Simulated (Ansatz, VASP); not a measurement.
LaBRh3: VASP beside Ansatz

File INCAR:

```
PREC = Accurate
ENCUT = 520
EDIFF = 1E-6
ISMEAR = 1
SIGMA = 0.05
LREAL = False
LASPH = True
NELM = 80
ALGO = Normal
ISIF = 2
LWAVE = False
LCHARG = False
GGA = CA
NBANDS = 38
```

Contents of KPOINTS:

```
Automatic mesh
0
Gamma
  5 5 5
```

Contents of POSCAR:

```
LaBRh3
1.0
    4.2420000000      0.0000000000      0.0000000000
    0.0000000000      4.2420000000      0.0000000000
    0.0000000000      0.0000000000      4.2420000000
La B Rh
1 1 3
Direct
    0.0000000000      0.0000000000      0.0000000000
    0.5000000000      0.5000000000      0.5000000000
    0.0000000000      0.5000000000      0.5000000000
    0.5000000000      0.0000000000      0.5000000000
    0.5000000000      0.5000000000      0.0000000000
```

Input for Ansatz:

```yaml
crystal:
  lattice:
    - [4.242, 0.0, 0.0]
    - [0.0, 4.242, 0.0]
    - [0.0, 0.0, 4.242]
  atoms:
    - { symbol: La, position: [0.0, 0.0, 0.0] }
    - { symbol: B, position: [0.5, 0.5, 0.5] }
    - { symbol: Rh, position: [0.0, 0.5, 0.5] }
    - { symbol: Rh, position: [0.5, 0.0, 0.5] }
    - { symbol: Rh, position: [0.5, 0.5, 0.0] }
basis:
  ecutwfc: 421.77648681281397
kpoints:
  mp_grid:
    grid: [5, 5, 5]
hamiltonian:
  xc: lda
scf:
  occupations:
    method: methfessel_paxton
    width: 0.05
output:
  forces: true
  stress: true
```

Alike in both runs: task single point; functional LDA; k mesh 5 × 5 × 5; occupations methfessel-paxton of order 1, width 0.05 eV; no spin polarisation.

|  | VASP | Ansatz |
| --- | --- | --- |
| version | VASP 6.6.1 | Ansatz 0.2.0 |
| potentials or method | VASP PAW LDA potentials, release 64 (La, B, Rh_pv), cutoff 520 eV | plane waves, PAW |
| valence electrons in the cell | 59 | 65 |

Ansatz gave:

| Property | Result |
| --- | --- |
| pressure (GPa) | -6.8 |

**Question.** What did VASP give for the same quantities?

**Answer.** Pressure (GPa): -6.5.

LDA's correlation is that of Perdew and Zunger in VASP and of Perdew and Wang (1992) in Ansatz. VASP's potentials hold 59 valence electrons a cell and Ansatz's 65, so a difference there can come from the potentials and not from the codes.

Spin-orbit coupling is off throughout.
